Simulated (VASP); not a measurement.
Wanted: the native input for a VASP 6.6.1 run.

```
Task                   : single point
Functional             : LDA
Potentials or basis    : VASP PAW LDA potentials, release 64 (Rh_pv)
Cutoff                 : 520 eV
k mesh                 : 24 × 24 × 24
Occupations            : gaussian, width 0.15 eV
Spin                   : no spin polarisation
Dipole correction      : no
Further INCAR settings : ALGO = Fast; EDIFF = 1e-07; NBANDS = 14
```

The structure of Rh lies in POSCAR:

```
Rh
1.0
    0.0000000000      1.6611569327      2.4917353991
    1.6611569327      0.0000000000      2.4917353991
    1.6611569327      1.6611569327      0.0000000000
Rh
1
Direct
    0.0000000000      0.0000000000      0.0000000000
```

This cell differs from its parent crystal: ratio of the length along z to the lengths across it x 1.5, volume and fractional coordinates fixed.

These files were run (other wordings do the same):

INCAR

```
PREC     = Accurate       # precision mode
ENCUT    = 520            # plane-wave cutoff, eV
EDIFF    = 1E-7           # SCF threshold, eV
ISMEAR   = 0              # smearing method
SIGMA    = 0.15           # smearing width, eV
LREAL    = False          # projectors in reciprocal space
LASPH    = True           # aspherical terms in the spheres
NELM     = 80             # most SCF steps
ALGO     = Fast           # electronic algorithm
ISIF     = 2              # what is computed and relaxed
LWAVE    = False          # write WAVECAR
LCHARG   = False          # write CHGCAR
GGA      = CA             # functional
NBANDS   = 14             # bands
```

KPOINTS

```
Automatic mesh
0
Gamma
  24 24 24
```

Potentials or basis: VASP PAW LDA potentials, release 64 (Rh_pv).

Launch:

```bash
$ cat potpaw_LDA.64/Rh_pv/POTCAR > POTCAR
$ mpirun -np 1 vasp_std > vasp.out
```

Results of the run:

| Property | Result |
| --- | --- |
| Pressure | 22.3 GPa |
| Band gap on the k mesh | zero (an odd number of electrons rules out a gap without spin polarisation) |

Caveat: the cell stands under pressure.

It took 3.9 min on 1 thread of Intel Xeon 8259CL, on a shared host, peak memory 0.29 GiB.
